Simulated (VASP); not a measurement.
# AgRh: single point with LDA

AgRh:

```xyz
2
Lattice="2.7776 0.0000 0.0000 -1.3888 2.4055 0.0000 0.0000 0.0000 4.8086" Properties=species:S:1:pos:R:3 pbc="T T T"
Ag    0.0000    0.0000    2.4043
Rh    1.3888    0.8018    0.0000
```

| Quantity | Value |
| --- | --- |
| Program | VASP 6.6.1 |
| Task | single point |
| Functional | LDA |
| Potentials or basis | VASP PAW LDA potentials, release 64 (Ag, Rh_pv) |
| Cutoff | 520 eV |
| k mesh | 6 × 6 × 3 |
| Occupations | fermi-dirac, width 0.05 eV |
| Spin | no spin polarisation |

| Quantity | Value |
| --- | --- |
| Pressure | -15.0 GPa |
| Band gap on the k mesh | zero (band 13 reaches 9.54 eV, above the bottom of band 14 at 8.53 eV) |

Stress tensor (GPa, compression positive):
```
-15.53   0.00   0.00
  0.00 -15.53   0.00
  0.00   0.00 -13.86
```

Levels at points of the mesh, in eV from the Fermi level:
```csv
k point,band 9,band 10,band 11,band 12,band 13,band 14,band 15,band 16,band 17,band 18
"(0.00, 0.00, 0.00)",-2.97,-2.97,-1.94,-1.94,0.12,0.12,0.18,5.31,16.62,17.19
"(0.50, 0.00, 0.00)",-2.67,-2.05,-1.57,-0.10,0.97,1.85,3.97,8.31,8.65,11.54
```

It took 22 s on 1 thread of AMD EPYC 7R13 (shared host), peak memory 0.11 GiB.

Caveat: the k points lie up to 0.44 Å⁻¹ apart.
